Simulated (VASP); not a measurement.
# ZnS (P6_3mc) in VASP: further runs

Runs on ZnS. Level: r2SCAN. Tasks: single point.

Program: VASP 6.6.1. These are calculated values, not measurements. Logs are shortened: lines on timing, memory, paths and dates and some standing lists are left out, and cuts for length are marked.

### 1 The cell of the first run

The structure is hexagonal, space group P6_3mc (No. 186). The conventional cell has a = 3.805 Å, b = 3.805 Å, c = 6.244 Å, α = 90.00°, β = 90.00°, γ = 120.00°. Zn (site symmetry 3m) has 4 S at 2.33 to 2.34 Å within 3.1 Å. Within 3.1 Å of S (site symmetry 3m) lie 4 Zn at 2.33 to 2.34 Å.

### 2 Single point, r2SCAN

POSCAR reads:

```
ZnS
1.0
    3.8054508206      0.0000000000      0.0000000000
   -1.9027254103      3.2956170835      0.0000000000
    0.0000000000      0.0000000000      6.2439930788
Zn S
2 2
Direct
    0.3333333333      0.6666666667      0.0003381272
    0.6666666667      0.3333333333      0.5003381272
    0.3333333333      0.6666666667      0.3746618728
    0.6666666667      0.3333333333      0.8746618728
```

INCAR.step1 reads:

```
SYSTEM = ZnS
  PREC = Accurate
  ENCUT = 550
  ISMEAR = 0
  SIGMA = 0.01
  LREAL = .FALSE.
  LASPH = .TRUE.
  NELM = 120
  NBANDS = 26
  GGA = PE
  ALGO = Normal
  EDIFF = 1E-5
  LWAVE = .TRUE.
  LCHARG = .FALSE.
  GGA_COMPAT = .FALSE.
```

INCAR.step2 reads:

```
SYSTEM = ZnS
  PREC = Accurate
  ENCUT = 550
  EDIFF = 1E-6
  ISMEAR = 0
  SIGMA = 0.01
  LREAL = .FALSE.
  LASPH = .TRUE.
  NELM = 120
  ALGO = Normal
  ISIF = 2
  LWAVE = .FALSE.
  LCHARG = .TRUE.
  METAGGA = R2SCAN
  LMIXTAU = .TRUE.
  LELF = .TRUE.
  LVHAR = .TRUE.
  NBANDS = 26
  ISTART = 1
  GGA_COMPAT = .FALSE.
```

KPOINTS reads:

```
regular mesh
0
G
  6 6 2
  0 0 0
```

Potentials or basis: VASP PAW PBE potentials, release 64 (Zn, S).

On the command line:

```sh
cat potpaw_PBE.64/Zn/POTCAR potpaw_PBE.64/S/POTCAR > POTCAR
cp INCAR.step1 INCAR
mpirun -np 1 vasp_std > vasp.out
cp INCAR.step2 INCAR
mpirun -np 1 vasp_std > vasp.out
```

OUTCAR:

```text
SYSTEM = ZnS
   PREC = Accurate
   ENCUT = 550
   EDIFF = 1E-6
   ISMEAR = 0
   LREAL = .FALSE.
   LASPH = .TRUE.
   NELM = 120
   ISIF = 2
   METAGGA = R2SCAN
   ISTART = 1

 ion  position               nearest neighbor table
   1  0.333  0.667  0.000-   4 2.33   4 2.33   4 2.33   3 2.34
   2  0.667  0.333  0.500-   3 2.33   3 2.33   3 2.33   4 2.34
   3  0.333  0.667  0.375-   2 2.33   2 2.33   2 2.33   1 2.34
   4  0.667  0.333  0.875-   1 2.33   1 2.33   1 2.33   2 2.34

  LATTYP: Found a hexagonal cell.
 ALAT       =     3.8054508206
 C/A-ratio  =     1.6408024629

  Lattice vectors:

 A1 = (   3.8054508206,   0.0000000000,   0.0000000000)
 A2 = (  -1.9027254103,   3.2956170835,   0.0000000000)
 A3 = (   0.0000000000,   0.0000000000,   6.2439930788)

Analysis of symmetry for initial positions (statically):
=====================================================================
 Subroutine PRICEL returns:
 Original cell was already a primitive cell.

 Routine SETGRP: Setting up the symmetry group for a
 hexagonal supercell.

 Subroutine GETGRP returns: Found 12 space group operations
 (whereof  6 operations were pure point group operations)
 out of a pool of 24 trial point group operations.

The static configuration has the point symmetry C_3v.
 The point group associated with its full space group is C_6v.

Analysis of symmetry for dynamics (positions and initial velocities):
=====================================================================
 Subroutine PRICEL returns:
 Original cell was already a primitive cell.

 Routine SETGRP: Setting up the symmetry group for a
 hexagonal supercell.

 Subroutine GETGRP returns: Found 12 space group operations
 (whereof  6 operations were pure point group operations)
 out of a pool of 24 trial point group operations.

The dynamic configuration has the point symmetry C_3v.
 The point group associated with its full space group is C_6v.

 Subroutine INISYM returns: Found 12 space group operations
 (whereof  6 operations are pure point group operations),
 and found     1 'primitive' translations

----------------------------------------------------------------------------------------

                                     Primitive cell

  volume of cell :      78.3078

  direct lattice vectors                    reciprocal lattice vectors
     3.805450821  0.000000000  0.000000000     0.262780955  0.151716655  0.000000000
    -1.902725410  3.295617083  0.000000000     0.000000000  0.303433310  0.000000000
     0.000000000  0.000000000  6.243993079     0.000000000  0.000000000  0.160153925
[... 79 lines left out ...]
   EDIFFG = 0.1E-04   stopping-criterion for IOM
   NSW    =      0    number of steps for IOM
   IBRION =     -1    ionic relax: 0-MD 1-quasi-New 2-CG
   NFREE  =      0    steps in history (QN), initial steepest desc. (CG)
   ISIF   =      2    stress and relaxation
   ISYM   =      2    0-nonsym 1-usesym 2-fastsym
   POTIM  = 0.5000    time-step for ionic-motion
   TEBEG  =    0.0;   TEEND  =   0.0 temperature during run
   PSTRESS=    0.0 pullay stress
   NELECT =      36.0000    total number of electrons
   NUPDOWN=      -1.0000    fix difference up-down
   EMIN   =  10.00;   EMAX   =-10.00  energy-range for DOS
   EFERMI =   0.00;   METHOD = LEGACY
   ISMEAR =     0;   SIGMA  =   0.01  broadening in eV -4-tet -1-fermi 0-gaus
   EFERMI_NEDOS =   21; number of points for ismear=-14 and -15
   IALGO  =     38    algorithm
   IMIX   =      4    mixing-type and parameters
     AMIX     =   0.40;   BMIX     =  1.00
     AMIX_MAG =   1.60;   BMIX_MAG =  1.00
  volume/ion in A,a.u.               =      19.58       132.11
  Fermi-wavevector in a.u.,A,eV,Ry     =   1.263496  2.387661 21.720645  1.596422
  Thomas-Fermi vector in A             =   2.396850
   LORBIT       =      0    0 simple, 1 ext, 2 COOP (PROOUT), +10 PAW based schemes
   METAGGA = R2SCAN    functional components
   LHFCALC =     F    Hartree Fock is set to
   AEXX    =    0.0000 exact exchange contribution
   IVDW    =     0    specifies the selected vdW correction
   LEPSILON=     F    determine dielectric tensor
   LRPA    =     F    only Hartree local field effects (RPA)
 non-spin polarized calculation
 Gauss-broadening in eV      SIGMA  =   0.01
  energy-cutoff  :      550.00
  volume of cell :       78.31
 maximum number of plane-waves:      2328
 NGX is ok and might be reduce to    30
   NGX = 15   NGY = 15   NGZ = 23

 number of electron      36.0000000 magnetization

 Free energy of the ion-electron system (eV)
  ---------------------------------------------------
  ext. energy  EPLUGINS =         0.00000000
  ---------------------------------------------------
  free energy    TOTEN  =       -37.72207624 eV

  energy without entropy =      -37.72207624  energy(sigma->0) =      -37.72207624

 E-fermi :   1.9743     XC(G=0): -10.3158

 val. band max:        1.9227161508   @ k =   0.0000   0.0000   0.0000
 cond. band min:       4.7132205670   @ k =   0.0000   0.0000   0.0000
 fundamental gap:      2.7905044162
 Fermi energy:         1.9742827368

 k-point     1 :       0.0000    0.0000    0.0000
  band No.  band energies     occupation
      1     -11.8337      2.00000
      2     -10.8722      2.00000
      3      -4.6146      2.00000
      4      -4.6002      2.00000
      5      -4.6002      2.00000
      6      -4.5092      2.00000
[... 395 lines left out ...]
     25      12.1682      0.00000
     26      12.1682      0.00000

------------------------ aborting loop because EDIFF is reached ----------------------------------------

  FORCE on cell =-STRESS in cart. coord.  units (eV):
  Direction    XX          YY          ZZ          XY          YZ          ZX
  --------------------------------------------------------------------------------------
  -------------------------------------------------------------------------------------
  Total        0.0573666      0.0573666      0.0312268      0.0000000     -0.0000000      0.0000000
  in kB        1.1737200      1.1737200      0.6388991      0.0000000     -0.0000000      0.0000000
  external PRESSURE =       0.9954464 kB  Pullay stress =       0.0000000 kB

 VOLUME and BASIS-vectors are now :
 -----------------------------------------------------------------------------
  energy-cutoff  :      550.00
  volume of cell :       78.31
      direct lattice vectors                 reciprocal lattice vectors
     3.805450821  0.000000000  0.000000000     0.262780955  0.151716655  0.000000000
    -1.902725410  3.295617083  0.000000000     0.000000000  0.303433310  0.000000000
     0.000000000  0.000000000  6.243993079     0.000000000  0.000000000  0.160153925

 POSITION                                       TOTAL-FORCE (eV/Angst)
 -----------------------------------------------------------------------------------
     -0.00000      2.19708      0.00211        -0.000000      0.000000     -0.003782
      1.90273      1.09854      3.12411        -0.000000      0.000000     -0.003782
     -0.00000      2.19708      2.33939        -0.000000     -0.000000      0.003782
      1.90273      1.09854      5.46138         0.000000      0.000000      0.003782
 -----------------------------------------------------------------------------------
    total drift:                               -0.000000      0.000000     -0.035773

  FREE ENERGIE OF THE ION-ELECTRON SYSTEM (eV)
  ---------------------------------------------------
  free  energy   TOTEN  =       -37.7220762377 eV

  energy  without entropy=      -37.7220762377  energy(sigma->0) =      -37.72207624
```

OSZICAR.step1:

```text
N       E                     dE             d eps       ncg     rms          rms(c)
DAV:   1     0.248557004109E+03    0.24856E+03   -0.17489E+04   728   0.173E+03
DAV:   2     0.999779734424E+01   -0.23856E+03   -0.22783E+03   752   0.362E+02
DAV:   3    -0.139374906498E+02   -0.23935E+02   -0.23635E+02   866   0.113E+02
DAV:   4    -0.145207266166E+02   -0.58324E+00   -0.58181E+00   856   0.177E+01
DAV:   5    -0.145294821639E+02   -0.87555E-02   -0.87542E-02   858   0.210E+00    0.988E+00
DAV:   6    -0.136823832072E+02    0.84710E+00   -0.16285E+00  1086   0.372E+01    0.759E+00
DAV:   7    -0.136791481219E+02    0.32351E-02   -0.12684E+00   762   0.657E+00    0.345E+00
DAV:   8    -0.136720588288E+02    0.70893E-02   -0.35353E-02   888   0.171E+00    0.100E+00
DAV:   9    -0.136725137767E+02   -0.45495E-03   -0.93658E-03   942   0.125E+00    0.238E-01
DAV:  10    -0.136726478329E+02   -0.13406E-03   -0.55866E-04   842   0.312E-01    0.981E-02
DAV:  11    -0.136728654330E+02   -0.21760E-03   -0.32503E-04   762   0.117E-01    0.574E-02
DAV:  12    -0.136728644691E+02    0.96391E-06   -0.12535E-05   624   0.437E-02
   1 F= -.13672864E+02 E0= -.13672864E+02  d E =-.233893E-37
```

It took 79 s on 1 thread of Intel Xeon Platinum 8488C (Sapphire Rapids), shared host; peak memory 0.21 GiB.

What came out:

```yaml
Free_energy: -37.7221 eV
Pressure: 0.1 GPa
Largest_force: 0.004 eV/Å
Band_gap_on_the_k_mesh: 2.79 eV, direct
```

Forces on the atoms (eV/Å):
```
Zn   0.000  0.000 -0.004
Zn   0.000  0.000 -0.004
S    0.000  0.000  0.004
S    0.000  0.000  0.004
```

Caveat: the k points lie up to 0.50 Å⁻¹ apart; the PAW data sets were made with another functional, which shifts forces and pressure a little.

### 3 Single point, r2SCAN

POSCAR is that of step 2.

INCAR.step1 reads:

```
ALGO = Normal
EDIFF = 1E-5
ENCUT = 550
GGA = PE
GGA_COMPAT = F
ISMEAR = 0
LASPH = T
LCHARG = F
LREAL = F
LWAVE = T
NBANDS = 26
NELM = 120
PREC = Accurate
SIGMA = 0.01
```

INCAR.step2 reads:

```
ALGO = Normal
EDIFF = 1E-6
ENCUT = 550
GGA_COMPAT = F
ISIF = 2
ISMEAR = 0
ISTART = 1
LASPH = T
LCHARG = F
LMIXTAU = T
LREAL = F
LWAVE = F
METAGGA = R2SCAN
NBANDS = 26
NELM = 120
PREC = Accurate
SIGMA = 0.01
```

KPOINTS reads:

```
k-points
0
Gamma
  6 6 2
```

Potentials or basis: VASP PAW PBE potentials, release 64 (Zn, S).

On the command line:

```sh
cat potpaw_PBE.64/Zn/POTCAR potpaw_PBE.64/S/POTCAR > POTCAR
cp INCAR.step1 INCAR
mpirun -np 1 vasp_std > vasp.out
cp INCAR.step2 INCAR
mpirun -np 1 vasp_std > vasp.out
```

Wall time 72 s (1 thread of Intel Xeon Platinum 8488C (Sapphire Rapids), shared host); peak memory 0.21 GiB.

The run converged. Its results:

```
Free energy            : -37.7221 eV
Pressure               : 0.1 GPa
Largest force          : 0.004 eV/Å
Band gap on the k mesh : 2.79 eV, direct
```

Forces on the atoms (eV/Å):
```
Zn   0.000  0.000 -0.004
Zn   0.000  0.000 -0.004
S    0.000  0.000  0.004
S    0.000  0.000  0.004
```

Levels at points of the mesh, in eV from the valence-band top:
| k point | band 14 | band 15 | band 16 | band 17 | band 18 | band 19 | band 20 | band 21 | band 22 | band 23 |
| --- | --- | --- | --- | --- | --- | --- | --- | --- | --- | --- |
| (0.00, 0.00, 0.00) | -0.92 | -0.92 | -0.08 | 0.00 | 0.00 | 2.79 | 3.62 | 6.80 | 6.80 | 7.07 |
| (0.50, 0.00, 0.00) | -4.19 | -3.36 | -2.31 | -1.73 | -0.91 | 4.04 | 4.78 | 5.45 | 7.37 | 8.00 |
| (0.00, 0.00, 0.50) | -2.90 | -0.48 | -0.48 | -0.48 | -0.48 | 4.11 | 4.11 | 7.26 | 7.26 | 7.26 |
| (0.50, 0.00, 0.50) | -4.96 | -1.68 | -1.68 | -1.66 | -1.66 | 3.96 | 3.96 | 5.66 | 5.66 | 9.38 |

Caveat: the k points lie up to 0.50 Å⁻¹ apart; the PAW data sets were made with another functional, which shifts forces and pressure a little. r2SCAN opens gaps a little over a GGA but as a rule still falls short of measured ones.
